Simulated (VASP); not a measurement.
Set up this calculation in VASP 6.6.1, as the native input.

```yaml
Task: single point
Functional: PBE
Potentials_or_basis: VASP PAW PBE potentials, release 64 (Ca_sv, O)
Cutoff: 520 eV
k_mesh: 4 × 4 × 4
Occupations: gaussian, width 0.1 eV
Spin: no spin polarisation
Dipole_correction: no
Further_INCAR_settings: ALGO = Normal; EDIFF = 1e-07; NBANDS = 26
```

The structure of Ca3O lies in POSCAR:

```
Ca3O
1.0
    4.8401155845      0.0000000000      0.0000000000
    0.0000000000      4.8401155845      0.0000000000
    0.0000000000      0.0000000000      4.7591103517
Ca O
3 1
Direct
    0.0000000000      0.5000000000      0.5000000000
    0.5000000000      0.0000000000      0.5000000000
    0.5000000000      0.5000000000      0.0000000000
    0.0000000000      0.0000000000      0.0000000000
```

One way to write it, as run:

INCAR

```
SYSTEM = Ca3O
ALGO     = Normal         ! electronic algorithm
EDIFF    = 1E-7           ! SCF threshold, eV
ENCUT    = 520            ! plane-wave cutoff, eV
GGA      = PE             ! functional
ISIF     = 2              ! what is computed and relaxed
ISMEAR   = 0              ! smearing method
LASPH    = .TRUE.         ! aspherical terms in the spheres
LCHARG   = .FALSE.        ! write CHGCAR
LREAL    = .FALSE.        ! projectors in reciprocal space
LWAVE    = .FALSE.        ! write WAVECAR
NBANDS   = 26             ! bands
NELM     = 80             ! most SCF steps
PREC     = Accurate       ! precision mode
SIGMA    = 0.1            ! smearing width, eV
```

KPOINTS

```
k-points
0
G
  4 4 4
  0 0 0
```

Potentials or basis: VASP PAW PBE potentials, release 64 (Ca_sv, O).

Run with:

```bash
$ cat potpaw_PBE.64/Ca_sv/POTCAR potpaw_PBE.64/O/POTCAR > POTCAR
$ mpirun -np 1 vasp_std > vasp.out
```

Results of the run:

```yaml
Pressure: 0.2 GPa
Band_gap_on_the_k_mesh: zero (bands 18 and 19 overlap by 1.05 eV)
```

It took 27 s on 1 thread of AMD EPYC 9R45 96-Core Processor (Zen 5) (shared host), peak memory 0.18 GiB.
